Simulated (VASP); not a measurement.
Runs of VASP 6.6.1 on AlB2P3. The structure is that of space group P3m1 (No. 156), or close to it. The cells are those of the table. 

```csv
task,cell,k mesh,cutoff (eV),smearing,gap on the mesh (eV),pressure (GPa),largest force (eV/Å)
single point,"a = 3.415, b = 3.415, c = 8.650 Å, angles 90.0, 90.0, 120.0°, 6 atoms",12 × 12 × 4,520,gaussian 0.01 eV,(b),-0.2,(c)
relaxation of cell and atoms,"relaxed from a = 3.503, b = 3.503, c = 8.580 Å, angles 90.0, 90.0, 120.0°, 6 atoms",6 × 6 × 2,600,gaussian 0.1 eV,(a),0.0,0.02
single point,"a = 3.417, b = 3.417, c = 8.643 Å, angles 90.0, 90.0, 120.0°, 6 atoms",6 × 6 × 2,520,gaussian 0.1 eV,0.22,-0.1,0.03
single point,"a = 3.503, b = 3.503, c = 8.580 Å, angles 90.0, 90.0, 120.0°, 6 atoms",6 × 6 × 2,520,gaussian 0.1 eV,1.41,0.6,4.44
```

Alike in all rows: level PBE; potentials or basis VASP PAW PBE potentials, release 64 (Al, B, P); no spin polarisation.

**Question.** Estimate the missing entries.

**Answer.** (a) 0.23; (b) 0.21; (c) 0.01.

Caveats: forces of over 1 eV/Å act on the atoms, so gaps and moduli don't describe the material at rest (some runs).

A k mesh can miss the band edges.
